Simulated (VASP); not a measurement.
A run of VASP 6.6.1:

Contents of INCAR:

```
SYSTEM = Pt
  ALGO = Fast
  EDIFF = 1E-6
  ENCUT = 520
  GGA = PS
  ISIF = 2
  ISMEAR = 0
  LASPH = .True.
  LCHARG = .False.
  LREAL = .False.
  LWAVE = .False.
  NBANDS = 39
  NELM = 100
  PREC = Accurate
  SIGMA = 0.15
```

Contents of KPOINTS:

```
k-points
0
Gamma
  19 19 4
  0 0 0
```

File POSCAR:

```
Pt
1.0
    1.9579000000     -1.9579000000      0.0000000000
    1.9579000000      0.0000000000     -1.9579000000
   11.2957016151     11.2957016151     11.2957016151
Pt
6
Direct
    0.6666666667      0.6666666667      0.0577655845
    0.0000000000      0.0000000000      0.6355369843
    0.3333333333      0.3333333333      0.1733198645
    0.6666666667      0.6666666667      0.4044284244
    0.0000000000      0.0000000000      0.2888741444
    0.3333333333      0.3333333333      0.5199827043
```

Potentials or basis: VASP PAW PBE potentials, release 64 (Pt).

Run with:

```bash
$ cat potpaw_PBE.64/Pt/POTCAR > POTCAR
$ mpirun -np 1 vasp_std > vasp.out
```

Hardware: 1 thread of Intel(R) Xeon(R) Platinum 8488C (Sapphire Rapids) (shared host).

Q: How long does it take, and how much memory?

A: Wall time 11 min on 1 thread of Intel(R) Xeon(R) Platinum 8488C (Sapphire Rapids), with other jobs on the host, peak memory 0.65 GiB. Counts: scf iterations 19, k points 150.
